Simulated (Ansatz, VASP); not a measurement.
## Cu7O3: VASP beside Ansatz

File INCAR:

```
SYSTEM = Cu7O3
PREC = Accurate
ENCUT = 520
EDIFF = 1E-6
ISMEAR = 0
SIGMA = 0.05
LREAL = .FALSE.
LASPH = .TRUE.
NELM = 120
ALGO = Normal
ISIF = 2
LWAVE = .FALSE.
LCHARG = .FALSE.
LDIPOL = .TRUE.
IDIPOL = 3
DIPOL = 0.5 0.5 0.500
GGA = PS
NBANDS = 111
GGA_COMPAT = .FALSE.
NELMDL = -8
```

The input KPOINTS:

```
Automatic mesh
0
G
  8 8 1
  0 0 0
```

The input POSCAR:

```
Cu7O3
1.0
    4.2223527968      0.0000000000      0.0000000000
    0.0000000000      4.2223527968      0.0000000000
    0.0000000000      0.0000000000     27.6670583905
Cu O
14 6
Direct
    0.7500000000      0.7500000000      0.2710804992
    0.2500000000      0.2500000000      0.2710804992
    0.2500000000      0.7500000000      0.3473869995
    0.7500000000      0.2500000000      0.3473869995
    0.7500000000      0.7500000000      0.4236934997
    0.2500000000      0.2500000000      0.4236934997
    0.2500000000      0.7500000000      0.5000000000
    0.7500000000      0.2500000000      0.5000000000
    0.7500000000      0.7500000000      0.5763065003
    0.2500000000      0.2500000000      0.5763065003
    0.2500000000      0.7500000000      0.6526130005
    0.7500000000      0.2500000000      0.6526130005
    0.7500000000      0.7500000000      0.7289195008
    0.2500000000      0.2500000000      0.7289195008
    0.5000000000      0.5000000000      0.3092337493
    0.0000000000      0.0000000000      0.3855402496
    0.5000000000      0.5000000000      0.4618467499
    0.0000000000      0.0000000000      0.5381532501
    0.5000000000      0.5000000000      0.6144597504
    0.0000000000      0.0000000000      0.6907662507
```

Input for Ansatz:

```yaml
crystal:
  lattice:
    - [4.2223527968, 0.0, 0.0]
    - [0.0, 4.2223527968, 0.0]
    - [0.0, 0.0, 27.6670583905]
  atoms:
    - { symbol: Cu, position: [0.75, 0.75, 0.2710804992] }
    - { symbol: Cu, position: [0.25, 0.25, 0.2710804992] }
    - { symbol: O, position: [0.5, 0.5, 0.3092337493] }
    - { symbol: Cu, position: [0.25, 0.75, 0.3473869995] }
    - { symbol: Cu, position: [0.75, 0.25, 0.3473869995] }
    - { symbol: O, position: [0.0, 0.0, 0.3855402496] }
    - { symbol: Cu, position: [0.75, 0.75, 0.4236934997] }
    - { symbol: Cu, position: [0.25, 0.25, 0.4236934997] }
    - { symbol: O, position: [0.5, 0.5, 0.4618467499] }
    - { symbol: Cu, position: [0.25, 0.75, 0.5] }
    - { symbol: Cu, position: [0.75, 0.25, 0.5] }
    - { symbol: O, position: [0.0, 0.0, 0.5381532501] }
    - { symbol: Cu, position: [0.75, 0.75, 0.5763065003] }
    - { symbol: Cu, position: [0.25, 0.25, 0.5763065003] }
    - { symbol: O, position: [0.5, 0.5, 0.6144597504] }
    - { symbol: Cu, position: [0.25, 0.75, 0.6526130005] }
    - { symbol: Cu, position: [0.75, 0.25, 0.6526130005] }
    - { symbol: O, position: [0.0, 0.0, 0.6907662507] }
    - { symbol: Cu, position: [0.75, 0.75, 0.7289195008] }
    - { symbol: Cu, position: [0.25, 0.25, 0.7289195008] }
basis:
  ecutwfc: 420
kpoints:
  mp_grid: { grid: [8, 8, 1] }
hamiltonian:
  xc: pbesol
scf:
  occupations: { method: gaussian, width: 0.05 }
output:
  forces: true
  stress: true
  eigenvalues: true
efield:
  axis: 3
  dipole_correction: true
  ramp_width: 0.04
```

Alike in both runs: task single point; functional PBEsol; k mesh 8 × 8 × 1; occupations gaussian, width 0.05 eV; no spin polarisation.

|  | VASP | Ansatz |
| --- | --- | --- |
| version | VASP 6.6.1 | Ansatz 0.2.0 |
| potentials or method | VASP PAW PBE potentials, release 64 (Cu, O), cutoff 520 eV | scalar-relativistic, plane waves, PAW |
| valence electrons in the cell | 190 | 302 |

VASP gave:

- gap on the k mesh at the Fermi level (eV): none
- rms of the force components (eV/Å): 0.388

Problem. What did Ansatz give for the same quantities?

Solution. gap on the k mesh at the Fermi level (eV): none; rms of the force components (eV/Å): 0.373.

VASP's potentials were made for PBE, not for PBEsol. A gap of «none» marks a metal or a gap that the smearing closes. VASP's potentials hold 190 valence electrons a cell and Ansatz's 302, so a difference there can come from the potentials and not from the codes.
